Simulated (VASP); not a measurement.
A run of VASP 6.6.1 is set up as follows.

The input INCAR:

```
ALGO = Normal ; EDIFF = 1E-6
ENCUT = 520 ; GGA = RE
ISIF = 2 ; ISMEAR = -1
IVDW = 13 ; LASPH = True
LCHARG = True ; LELF = True
LREAL = False ; LVHAR = True
LWAVE = False ; NBANDS = 60
NELM = 80 ; PREC = Accurate
SIGMA = 0.05
```

KPOINTS

```
k-points
0
Gamma
  8 8 4
```

The input POSCAR:

```
TiO2
1.0
    6.0279587373     -1.8450195788      0.0000000000
    6.0279587373      1.8450195788      0.0000000000
   -1.8889614683      0.0000000000      6.1997680296
Ti O
4 8
Direct
    0.9000710000      0.9000710000      0.2896020000
    0.1952860000      0.1952860000      0.2837620000
    0.0999290000      0.0999290000      0.7103980000
    0.8047140000      0.8047140000      0.7162380000
    0.3619310000      0.3619310000      0.2933970000
    0.2634885000      0.2634885000      0.6525000000
    0.8671885000      0.8671885000      0.9952910000
    0.7365115000      0.7365115000      0.3475000000
    0.9416475000      0.9416475000      0.6300210000
    0.1328115000      0.1328115000      0.0047090000
    0.6380690000      0.6380690000      0.7066030000
    0.0583525000      0.0583525000      0.3699790000
```

Potentials or basis: VASP PAW PBE potentials, release 64 (Ti_sv, O).

Run with:

```bash
$ cat potpaw_PBE.64/Ti_sv/POTCAR potpaw_PBE.64/O/POTCAR > POTCAR
$ mpirun -np 1 vasp_std > vasp.out
```

**Question.** What does it give for the band gap on the k mesh?

**Answer.** 2.97 eV (least direct gap 3.15 eV).

**Question.** Estimate the dispersion energy per atom.

**Answer.** -0.386 eV.

**Question.** Predict the pressure.

**Answer.** 8.4 GPa.

**Question.** Predict the largest force.

**Answer.** 0.245 eV/Å.

Stress tensor (GPa, compression positive):
```
8.34 0.00 0.23
0.00 7.54 0.00
0.23 0.00 9.27
```

Caveat: the cell stands under pressure; the PAW data sets were made with another functional, which shifts forces and pressure a little. A k mesh can miss the band edges.
